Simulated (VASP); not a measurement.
Set up this calculation in VASP 6.6.1, as the native input.

| Quantity | Value |
| --- | --- |
| Task | single point |
| Functional | HSE06 |
| Potentials or basis | VASP PAW PBE potentials, release 64 (Pb_d, F) |
| Cutoff | 520 eV |
| k mesh | 4 × 4 × 4 |
| Occupations | gaussian, width 0.01 eV |
| Spin | no spin polarisation |
| Dipole correction | no |
| Grid for exact exchange (PRECFOCK) | Normal |
| Further INCAR settings | ALGO = Normal; EDIFF = 1e-06; NBANDS = 21 |
| Share of exact exchange | 0.25 |
| Screening parameter | 0.2079 1/Å |

PbF2:

```xyz
3
Lattice="0.0000 2.9458 2.9458 2.9458 0.0000 2.9458 2.9458 2.9458 0.0000" Properties=species:S:1:pos:R:3 pbc="T T T"
Pb    0.0000    0.0000    0.0000
F     1.4729    1.4729    1.4729
F     4.4187    4.4187    4.4187
```

These files were run (other wordings do the same):

POSCAR

```
PbF2
1.0
    0.0000000000      2.9458082836      2.9458082836
    2.9458082836      0.0000000000      2.9458082836
    2.9458082836      2.9458082836      0.0000000000
Pb F
1 2
Direct
    0.0000000000      0.0000000000      0.0000000000
    0.2500000000      0.2500000000      0.2500000000
    0.7500000000      0.7500000000      0.7500000000
```

INCAR.step1

```
SYSTEM = PbF2
PREC     = Accurate       ! precision mode
ENCUT    = 520            ! plane-wave cutoff, eV
EDIFF    = 1E-5           ! SCF threshold, eV
ISMEAR   = 0              ! smearing method
SIGMA    = 0.01           ! smearing width, eV
LREAL    = .False.        ! projectors in reciprocal space
LASPH    = .True.         ! aspherical terms in the spheres
NELM     = 100            ! most SCF steps
ALGO     = Normal         ! electronic algorithm
ISIF     = 2              ! what is computed and relaxed
LWAVE    = .True.         ! write WAVECAR
LCHARG   = .False.        ! write CHGCAR
NBANDS   = 21             ! bands
GGA      = PE             ! functional
```

INCAR.step2

```
SYSTEM = PbF2
PREC     = Accurate       ! precision mode
ENCUT    = 520            ! plane-wave cutoff, eV
EDIFF    = 1E-6           ! SCF threshold, eV
ISMEAR   = 0              ! smearing method
SIGMA    = 0.01           ! smearing width, eV
LREAL    = .False.        ! projectors in reciprocal space
LASPH    = .True.         ! aspherical terms in the spheres
NELM     = 100            ! most SCF steps
ALGO     = Normal         ! electronic algorithm
ISIF     = 2              ! what is computed and relaxed
LWAVE    = .False.        ! write WAVECAR
LCHARG   = .False.        ! write CHGCAR
GGA      = PE             ! functional
LHFCALC  = .True.         ! exact exchange
HFSCREEN = 0.2079         ! screening, 1/A
PRECFOCK = Normal       
NBANDS   = 21             ! bands
ISTART   = 1
```

KPOINTS

```
Automatic mesh
0
Gamma
  4 4 4
  0 0 0
```

Potentials or basis: VASP PAW PBE potentials, release 64 (Pb_d, F).

Run with:

```console
$ cat potpaw_PBE.64/Pb_d/POTCAR potpaw_PBE.64/F/POTCAR > POTCAR
$ cp INCAR.step1 INCAR
$ mpirun -np 1 vasp_std > vasp.out
$ cp INCAR.step2 INCAR
$ mpirun -np 1 vasp_std > vasp.out
```

Results of the run:

* Pressure: 2.3 GPa
* Band gap on the k mesh: 5.71 eV (least direct gap 5.84 eV)

Caveat: the k points lie up to 0.46 Å⁻¹ apart; the PAW data sets were made with another functional, which shifts forces and pressure a little; spin-orbit coupling is left out, which moves the levels of the heavy elements.

It took 20 min on 1 thread of Intel(R) Xeon(R) Platinum 8259CL CPU @ 2.50GHz (Skylake/Cascade Lake) (shared host), peak memory 0.29 GiB.
